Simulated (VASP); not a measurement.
# BaTiO3: relaxation of cell and atoms with PBE

The system is BaTiO3.

```
Ba Ti O
1.0
     3.97533    0.00000    0.00000
     0.00000    3.97533    0.00000
     0.00000    0.00000    3.97533
Ba Ti O
1 1 3
Direct
  0.00000 0.00000 0.00000
  0.50000 0.50000 0.50000
  0.00000 0.50000 0.50000
  0.50000 0.00000 0.50000
  0.50000 0.50000 0.00000
```

```
Program                : VASP 6.6.1
Task                   : relaxation of cell and atoms
Functional             : PBE
Potentials or basis    : VASP PAW PBE potentials, release 64 (Ba_sv, Ti_sv, O)
Cutoff                 : 600 eV
k mesh                 : 8 × 8 × 8
Occupations            : gaussian, width 0.02 eV
Spin                   : no spin polarisation
Dipole correction      : no
Further INCAR settings : ALGO = Normal; EDIFF = 1e-06; IBRION = 2; EDIFFG = -0.005; NSW = 100; ISIF = 3
```

```yaml
Relaxed_volume: 13.11 Å³/atom
Relaxed_cell: a = 4.032 Å, b = 4.032 Å, c = 4.032 Å, α = 90.00°, β = 90.00°, γ = 90.00°
Space_group_after_relaxing_to_0.1_Å: Pm-3m (No. 221)
Energy_gained_by_relaxing: 12.3 meV/atom
Ionic_steps: 3
Pressure_after_relaxing: 0.0 GPa
Band_gap_on_the_k_mesh: 1.70 eV (least direct gap 1.87 eV)
```

Step by step:
```
step  energy change (eV)  largest force (eV/Å)  pressure (GPa)  volume (Å³)
   1              0.0000                0.0000            7.57        62.82
   2             -0.0054                0.0000           -6.16        68.37
   3             -0.0617                0.0000           -0.04        65.57
```

Final structure:
```cif
data_structure
_symmetry_space_group_name_H-M 'P 1'
_symmetry_Int_Tables_number 1
_cell_length_a 4.0324
_cell_length_b 4.0324
_cell_length_c 4.0324
_cell_angle_alpha 90.000
_cell_angle_beta 90.000
_cell_angle_gamma 90.000
_cell_volume 65.57
loop_
_atom_site_label
_atom_site_type_symbol
_atom_site_fract_x
_atom_site_fract_y
_atom_site_fract_z
_atom_site_occupancy
Ba1 Ba 0.00000 0.00000 0.00000 1
Ti1 Ti 0.50000 0.50000 0.50000 1
O1 O 0.00000 0.50000 0.50000 1
O2 O 0.50000 0.00000 0.50000 1
O3 O 0.50000 0.50000 0.00000 1
```

Levels at points of the mesh, in eV from the valence-band top:
```csv
k point,band 18,band 19,band 20,band 21,band 22,band 23
"(0.00, 0.00, 0.00)",-0.17,-0.17,-0.17,1.70,1.70,1.70
"(0.50, 0.00, 0.00)",-1.80,-0.71,-0.71,1.85,3.37,3.37
"(0.50, 0.50, 0.00)",-0.88,-0.88,-0.09,3.38,3.38,3.78
"(0.50, 0.50, 0.50)",0.00,0.00,0.00,4.02,4.02,4.02
```

Wall time 3.7 min on 1 thread of Intel Xeon 8259CL, on a shared host, peak memory 0.24 GiB.

Caveat: spin-orbit coupling is left out, which moves the levels of the heavy elements. A k mesh can miss the band edges.
